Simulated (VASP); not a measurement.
# Pb (Pmmm) in VASP: further runs

Runs on Pb. Level: PBE. Tasks: single point.

All numbers are computed with VASP 6.6.1; they aren't measurements. Logs are shortened: lines on timing, memory, paths and dates and some standing lists are left out, and cuts for length are marked.

### 1 The cell of the first run

Symmetry: Pmmm, No. 47, orthorhombic system. Conventional cell: a = 2.984 Å, b = 3.395 Å, c = 3.405 Å, α = 90.00°, β = 90.00°, γ = 90.00°. Pb (site symmetry mmm) has 6 Pb at 2.98 to 3.40 Å within 3.9 Å.

The cell was built from a structure type or drawn by symmetry, and may not be a known phase.

### 2 Single point, PBE

File INCAR:

```
SYSTEM = Pb
PREC = Accurate
ENCUT = 520
EDIFF = 1E-6
ISMEAR = 0
SIGMA = 0.1
LREAL = .False.
LASPH = .True.
NELM = 60
ALGO = Fast
ISIF = 2
LWAVE = .False.
LCHARG = .False.
GGA = PE
NBANDS = 13
```

File KPOINTS:

```
Automatic mesh
0
Gamma
  6 6 4
  0 0 0
```

File POSCAR:

```
Pb
1.0
    3.3946032400      0.0000000000      0.0000000000
    0.0000000000      3.4046774815      0.0000000000
    0.0000000000      0.0000000000      2.9843678840
Pb
1
Direct
    0.5000000000      0.0000000000      0.5000000000
```

Potentials or basis: VASP PAW PBE potentials, release 64 (Pb_d).

Command:

```bash
$ cat potpaw_PBE.64/Pb_d/POTCAR > POTCAR
$ mpirun -np 1 vasp_std > vasp.out
```

OUTCAR:

```text
SYSTEM = Pb
   PREC = Accurate
   ENCUT = 520
   EDIFF = 1E-6
   ISMEAR = 0
   LREAL = .False.
   LASPH = .True.
   NELM = 60
   ISIF = 2
   GGA = PE

 ion  position               nearest neighbor table
   1  0.500  0.000  0.500-

  LATTYP: Found a simple orthorhombic cell.
 ALAT       =     2.9843678840
 B/A-ratio  =     1.1374613895
 C/A-ratio  =     1.1408370596

  Lattice vectors:

 A1 = (   0.0000000000,   0.0000000000,   2.9843678840)
 A2 = (   3.3946032400,   0.0000000000,   0.0000000000)
 A3 = (   0.0000000000,   3.4046774815,   0.0000000000)

Analysis of symmetry for initial positions (statically):
=====================================================================
 Subroutine PRICEL returns:
 Original cell was already a primitive cell.

 Routine SETGRP: Setting up the symmetry group for a
 simple orthorhombic supercell.

 Subroutine GETGRP returns: Found  8 space group operations
 (whereof  8 operations were pure point group operations)
 out of a pool of  8 trial point group operations.

The static configuration has the point symmetry D_2h.

Analysis of symmetry for dynamics (positions and initial velocities):
=====================================================================
 Subroutine PRICEL returns:
 Original cell was already a primitive cell.

 Routine SETGRP: Setting up the symmetry group for a
 simple orthorhombic supercell.

 Subroutine GETGRP returns: Found  8 space group operations
 (whereof  8 operations were pure point group operations)
 out of a pool of  8 trial point group operations.

The dynamic configuration has the point symmetry D_2h.

 Subroutine INISYM returns: Found  8 space group operations
 (whereof  8 operations are pure point group operations),
 and found     1 'primitive' translations

----------------------------------------------------------------------------------------

                                     Primitive cell

  volume of cell :      34.4919

  direct lattice vectors                    reciprocal lattice vectors
     3.394603240  0.000000000  0.000000000     0.294585237  0.000000000  0.000000000
     0.000000000  3.404677481  0.000000000     0.000000000  0.293713577  0.000000000
     0.000000000  0.000000000  2.984367884     0.000000000  0.000000000  0.335079333

  length of vectors
     3.394603240  3.404677481  2.984367884     0.294585237  0.293713577  0.335079333

  position of ions in fractional coordinates (direct lattice)
     0.500000000  0.000000000  0.500000000

  ion indices of the primitive-cell ions
   primitive index   ion index
                 1           1

----------------------------------------------------------------------------------------

 KPOINTS: Automatic mesh

Automatic generation of k-mesh.
 Grid dimensions read from file:
 generate k-points for:    6    6    4

 Generating k-lattice:

  Cartesian coordinates                     Fractional coordinates (reciprocal lattice)
     0.049097540  0.000000000  0.000000000     0.166666667  0.000000000  0.000000000
     0.000000000  0.048952263  0.000000000     0.000000000  0.166666667  0.000000000
     0.000000000  0.000000000  0.083769833     0.000000000  0.000000000  0.250000000

  Length of vectors
     0.049097540  0.048952263  0.083769833

  Shift w.r.t. Gamma in fractional coordinates (k-lattice)
     0.000000000  0.000000000  0.000000000

 Subroutine IBZKPT returns following result:
 ===========================================

 Found     48 irreducible k-points:

 Following reciprocal coordinates:
            Coordinates               Weight
  0.000000  0.000000  0.000000      1.000000
  0.166667  0.000000  0.000000      2.000000
  0.333333  0.000000  0.000000      2.000000
  0.500000  0.000000  0.000000      1.000000
  0.000000  0.166667  0.000000      2.000000
  0.166667  0.166667  0.000000      4.000000
[... 16 lines left out ...]
  0.333333  0.166667  0.250000      8.000000
  0.500000  0.166667  0.250000      4.000000
 [... further k-points ...]
   k-points           NKPTS =     48   k-points in BZ     NKDIM =     48   number of bands    NBANDS=     13
   number of dos      NEDOS =    301   number of ions     NIONS =      1
   total plane-waves  NPLWV =  18816
   dimension x,y,z NGX =    28 NGY =   28 NGZ =   24
   dimension x,y,z NGXF=    56 NGYF=   56 NGZF=   48
   ions per type =               1
   NGX,Y,Z   is equivalent  to a cutoff of  13.71, 13.67, 13.37 a.u.
   NGXF,Y,Z  is equivalent  to a cutoff of  27.43, 27.34, 26.74 a.u.
 SYSTEM =  Pb
   PREC   = accura    normal or accurate (medium, high low for compatibility)
   ISTART =      0    job   : 0-new  1-cont  2-samecut
   ICHARG =      2    charge: 1-file 2-atom 10-const
   ISPIN  =      1    spin polarized calculation?
   LNONCOLLINEAR =      F non collinear calculations
   LSORBIT =      F    spin-orbit coupling
   LASPH  =      T    aspherical Exc in radial PAW
   ENCUT  =  520.0 eV  38.22 Ry    6.18 a.u.   6.31  6.33  5.55*2*pi/ulx,y,z
   NELM   =     60;   NELMIN=  2; NELMDL= -5     # of ELM steps
   EDIFF  = 0.1E-05   stopping-criterion for ELM
   LREAL  =      F    real-space projection
   EDIFFG = 0.1E-04   stopping-criterion for IOM
   NSW    =      0    number of steps for IOM
   IBRION =     -1    ionic relax: 0-MD 1-quasi-New 2-CG
   NFREE  =      0    steps in history (QN), initial steepest desc. (CG)
   ISIF   =      2    stress and relaxation
   ISYM   =      2    0-nonsym 1-usesym 2-fastsym
   POTIM  = 0.5000    time-step for ionic-motion
   TEBEG  =    0.0;   TEEND  =   0.0 temperature during run
   PSTRESS=    0.0 pullay stress
   NELECT =      14.0000    total number of electrons
   NUPDOWN=      -1.0000    fix difference up-down
   EMIN   =  10.00;   EMAX   =-10.00  energy-range for DOS
   EFERMI =   0.00;   METHOD = LEGACY
   ISMEAR =     0;   SIGMA  =   0.10  broadening in eV -4-tet -1-fermi 0-gaus
   EFERMI_NEDOS =   21; number of points for ismear=-14 and -15
   IALGO  =     68    algorithm
   IMIX   =      4    mixing-type and parameters
     AMIX     =   0.40;   BMIX     =  1.00
     AMIX_MAG =   1.60;   BMIX_MAG =  1.00
  volume/ion in A,a.u.               =      34.49       232.76
  Fermi-wavevector in a.u.,A,eV,Ry     =   1.212118  2.290572 19.990103  1.469231
  Thomas-Fermi vector in A             =   2.347613
   LORBIT       =      0    0 simple, 1 ext, 2 COOP (PROOUT), +10 PAW based schemes
   GGA     = PE    functional components
   LHFCALC =     F    Hartree Fock is set to
   AEXX    =    0.0000 exact exchange contribution
   IVDW    =     0    specifies the selected vdW correction
   LEPSILON=     F    determine dielectric tensor
   LRPA    =     F    only Hartree local field effects (RPA)
 non-spin polarized calculation
 RMM-DIIS sequential band-by-band and
 Gauss-broadening in eV      SIGMA  =   0.10
  energy-cutoff  :      520.00
  volume of cell :       34.49
 maximum number of plane-waves:       945
 NGX is ok and might be reduce to    28
   NGX = 13   NGY = 13   NGZ = 11

 number of electron      13.9999998 magnetization

 Free energy of the ion-electron system (eV)
  ---------------------------------------------------
  ext. energy  EPLUGINS =         0.00000000
  ---------------------------------------------------
  free energy    TOTEN  =        -3.45876931 eV

  energy without entropy =       -3.45721495  energy(sigma->0) =       -3.45799213

 E-fermi :   6.0080     XC(G=0):  -9.4613

 val. band max:        5.9980001243   @ k =   0.5000   0.3333   0.5000
 cond. band min:       6.0180343012   @ k =   0.3333   0.5000   0.5000
 fundamental gap:      0.0200341770
 Fermi energy:         6.0079886040

 k-point     1 :       0.0000    0.0000    0.0000
  band No.  band energies     occupation
      1     -11.8226      2.00000
      2     -11.4162      2.00000
      3     -11.0396      2.00000
      4     -10.9728      2.00000
      5     -10.9696      2.00000
      6      -5.4865      2.00000
      7       9.2875      0.00000
      8       9.3591      0.00000
      9      12.4668      0.00000
     10      13.1204      0.00000
     11      13.7693      0.00000
     12      17.2569      0.00000
     13      22.4965      0.00000

 k-point     2 :       0.1667    0.0000    0.0000
  band No.  band energies     occupation
      1     -11.8086      2.00000
      2     -11.3577      2.00000
      3     -11.0651      2.00000
      4     -10.9907      2.00000
      5     -10.9711      2.00000
      6      -5.1619      2.00000
      7       6.5404      0.00000
      8       9.6348      0.00000
      9      13.3017      0.00000
     10      13.4941      0.00000
     11      16.6140      0.00000
     12      17.4236      0.00000
     13      20.5469      0.00000

 k-point     3 :       0.3333    0.0000    0.0000
  band No.  band energies     occupation
      1     -11.7862      2.00000
      2     -11.2378      2.00000
      3     -11.1157      2.00000
      4     -11.0326      2.00000
      5     -10.9677      2.00000
      6      -4.2972      2.00000
      7       3.3299      2.00000
      8      10.4735      0.00000
      9      14.1763      0.00000
     10      14.4077      0.00000
     11      17.6896      0.00000
     12      17.9928      0.00000
     13      18.6327      0.00000
[... 305 lines left out ...]
 k-point    23 :       0.3333    0.1667    0.2500
  band No.  band energies     occupation
      1     -11.3176      2.00000
      2     -11.2255      2.00000
      3     -11.1663      2.00000
      4     -11.1280      2.00000
      5     -11.1245      2.00000
      6      -2.9331      2.00000
      7       4.8037      2.00000
      8       8.2326      0.00000
      9       8.8970      0.00000
     10      14.5036      0.00000
     11      15.3167      0.00000
     12      17.9810      0.00000
     13      19.4338      0.00000

 k-point    24 :       0.5000    0.1667    0.2500
  band No.  band energies     occupation
      1     -11.3120      2.00000
      2     -11.2546      2.00000
      3     -11.1609      2.00000
      4     -11.1520      2.00000
      5     -11.0547      2.00000
      6      -2.3091      2.00000
      7       3.3315      2.00000
      8       8.8832      0.00000
      9       9.5762      0.00000
     10      13.0965      0.00000
     11      14.1384      0.00000
     12      18.6859      0.00000
     13      20.7130      0.00000

 [... further k-points ...]

------------------------ aborting loop because EDIFF is reached ----------------------------------------

  FORCE on cell =-STRESS in cart. coord.  units (eV):
  Direction    XX          YY          ZZ          XY          YZ          ZX
  --------------------------------------------------------------------------------------
  -------------------------------------------------------------------------------------
  Total        0.0234588     -0.0259556     -0.0053183      0.0000000      0.0000000     -0.0000000
  in kB        1.0896802     -1.2056596     -0.2470406      0.0000000      0.0000000     -0.0000000
  external PRESSURE =      -0.1210067 kB  Pullay stress =       0.0000000 kB

 VOLUME and BASIS-vectors are now :
 -----------------------------------------------------------------------------
  energy-cutoff  :      520.00
  volume of cell :       34.49
      direct lattice vectors                 reciprocal lattice vectors
     3.394603240  0.000000000  0.000000000     0.294585237  0.000000000  0.000000000
     0.000000000  3.404677481  0.000000000     0.000000000  0.293713577  0.000000000
     0.000000000  0.000000000  2.984367884     0.000000000  0.000000000  0.335079333

 POSITION                                       TOTAL-FORCE (eV/Angst)
 -----------------------------------------------------------------------------------
      1.69730      0.00000      1.49218         0.000000      0.000000      0.000000
 -----------------------------------------------------------------------------------
    total drift:                                0.000000     -0.000000      0.000000

  FREE ENERGIE OF THE ION-ELECTRON SYSTEM (eV)
  ---------------------------------------------------
  free  energy   TOTEN  =        -3.4587693103 eV

  energy  without entropy=       -3.4572149545  energy(sigma->0) =       -3.45799213
```

Run time: 30 s. Hardware: 1 thread of Intel Xeon 8259CL, shared host; peak memory 0.15 GiB.

Results:

```yaml
Free_energy: -3.4588 eV
Pressure: 0.0 GPa
Band_gap_on_the_k_mesh: zero (bands 7 and 8 overlap by 5.66 eV)
```

Caveat: the k points lie up to 0.53 Å⁻¹ apart, too coarse for converged energies and pressures of a metal; spin-orbit coupling is left out, which moves the levels of the heavy elements.

### 3 Single point, PBE

This run uses another cell than the first one, of 35.27 Å³/atom.

File INCAR:

```
SYSTEM = Pb
  PREC = Accurate
  ENCUT = 520
  EDIFF = 1E-6
  ISMEAR = 0
  SIGMA = 0.1
  LREAL = .FALSE.
  LASPH = .TRUE.
  NELM = 80
  ALGO = Normal
  ISIF = 2
  LWAVE = .FALSE.
  LCHARG = .FALSE.
  GGA = PE
  NBANDS = 13
```

File KPOINTS:

```
Automatic mesh
0
G
  6 6 4
  0 0 0
```

File POSCAR:

```
Pb
1.0
    2.6116239100      0.0000000000      0.0000000000
    0.0000000000      2.7595874100      0.0000000000
    0.0000000000      0.0000000000      4.8941258200
Pb
1
Direct
    0.5000000000      0.0000000000      0.5000000000
```

Potentials or basis: VASP PAW PBE potentials, release 64 (Pb_d).

Command:

```bash
$ cat potpaw_PBE.64/Pb_d/POTCAR > POTCAR
$ mpirun -np 1 vasp_std > vasp.out
```

OUTCAR:

```text
SYSTEM = Pb
   PREC = Accurate
   ENCUT = 520
   EDIFF = 1E-6
   ISMEAR = 0
   LREAL = .FALSE.
   LASPH = .TRUE.
   NELM = 80
   ISIF = 2
   GGA = PE

 ion  position               nearest neighbor table
   1  0.500  0.000  0.500-

  LATTYP: Found a simple orthorhombic cell.
 ALAT       =     2.6116239100
 B/A-ratio  =     1.0566557457
 C/A-ratio  =     1.8739780262

  Lattice vectors:

 A1 = (   2.6116239100,   0.0000000000,   0.0000000000)
 A2 = (   0.0000000000,   2.7595874100,   0.0000000000)
 A3 = (   0.0000000000,   0.0000000000,   4.8941258200)
[... 564 lines left out ...]

 [... further k-points ...]

------------------------ aborting loop because EDIFF is reached ----------------------------------------

  FORCE on cell =-STRESS in cart. coord.  units (eV):
  Direction    XX          YY          ZZ          XY          YZ          ZX
  --------------------------------------------------------------------------------------
  -------------------------------------------------------------------------------------
  Total        8.6536783      7.9997733     -0.3781781     -0.0000000      0.0000000      0.0000000
  in kB      393.0804160    363.3777569    -17.1781767     -0.0000000      0.0000000      0.0000000
  external PRESSURE =     246.4266654 kB  Pullay stress =       0.0000000 kB

 VOLUME and BASIS-vectors are now :
 -----------------------------------------------------------------------------
  energy-cutoff  :      520.00
  volume of cell :       35.27
      direct lattice vectors                 reciprocal lattice vectors
     2.611623910  0.000000000  0.000000000     0.382903525  0.000000000  0.000000000
     0.000000000  2.759587410  0.000000000     0.000000000  0.362373011  0.000000000
     0.000000000  0.000000000  4.894125820     0.000000000  0.000000000  0.204326582

 POSITION                                       TOTAL-FORCE (eV/Angst)
 -----------------------------------------------------------------------------------
      1.30581      0.00000      2.44706         0.000000      0.000000      0.000000
 -----------------------------------------------------------------------------------
    total drift:                               -0.000000     -0.000000      0.000000

  FREE ENERGIE OF THE ION-ELECTRON SYSTEM (eV)
  ---------------------------------------------------
  free  energy   TOTEN  =        -1.8452340388 eV

  energy  without entropy=       -1.8422387186  energy(sigma->0) =       -1.84373638
```

OSZICAR:

```text
N       E                     dE             d eps       ncg     rms          rms(c)
DAV:   1     0.116347465390E+03    0.11635E+03   -0.74758E+03  1253   0.125E+03
DAV:   2     0.450148197322E+01   -0.11185E+03   -0.10808E+03  1293   0.311E+02
DAV:   3    -0.175624624841E+01   -0.62577E+01   -0.62264E+01  1573   0.825E+01
DAV:   4    -0.191256699090E+01   -0.15632E+00   -0.15630E+00  1447   0.145E+01
DAV:   5    -0.191967680692E+01   -0.71098E-02   -0.71097E-02  1748   0.293E+00    0.148E+00
DAV:   6    -0.186893049307E+01    0.50746E-01   -0.24795E-02  1555   0.276E+00    0.793E-01
DAV:   7    -0.184489476608E+01    0.24036E-01   -0.30801E-02  1508   0.264E+00    0.950E-02
DAV:   8    -0.184516619728E+01   -0.27143E-03   -0.55341E-03  1523   0.775E-01    0.382E-02
DAV:   9    -0.184522320063E+01   -0.57003E-04   -0.18700E-04  1502   0.153E-01    0.130E-02
DAV:  10    -0.184523381417E+01   -0.10614E-04   -0.17909E-05  1433   0.426E-02    0.526E-03
DAV:  11    -0.184523403880E+01   -0.22463E-06   -0.24366E-06  1548   0.145E-02
   1 F= -.18452340E+01 E0= -.18437364E+01  d E =-.299532E-02
```

Wall time 23 s (1 thread of Intel Xeon 8259CL, shared host); peak memory 0.15 GiB.

Results:

```
Free energy            : -1.8452 eV
Pressure               : 24.6 GPa
Band gap on the k mesh : zero (bands 7 and 8 overlap by 2.35 eV)
```

Stress tensor (GPa, compression positive):
```
39.31  0.00  0.00
 0.00 36.34  0.00
 0.00  0.00 -1.72
```

Levels at points of the mesh, in eV from the Fermi level:
```
           k point  band 5  band 6  band 7  band 8  band 9  band 10
(0.00, 0.00, 0.00)  -16.66  -12.83   -2.47    2.26    8.48    10.91
(0.50, 0.00, 0.00)  -16.66   -6.81   -5.12    2.23    6.92     7.15
(0.00, 0.50, 0.00)  -16.82   -7.97   -5.22    1.38    6.53     6.67
(0.50, 0.50, 0.00)  -15.99   -1.96   -1.60   -0.82    5.63     6.43
(0.00, 0.00, 0.50)  -16.66  -12.72   -3.91    7.14    8.60     9.41
(0.50, 0.00, 0.50)  -16.65   -6.69   -5.01    0.87    4.42    12.08
(0.00, 0.50, 0.50)  -16.81   -7.86   -5.10    0.08    3.93    11.59
(0.50, 0.50, 0.50)  -15.99   -1.82   -1.51   -0.71    5.05     6.07
```

Caveat: the k points lie up to 0.40 Å⁻¹ apart, too coarse for converged energies and pressures of a metal; spin-orbit coupling is left out, which moves the levels of the heavy elements.
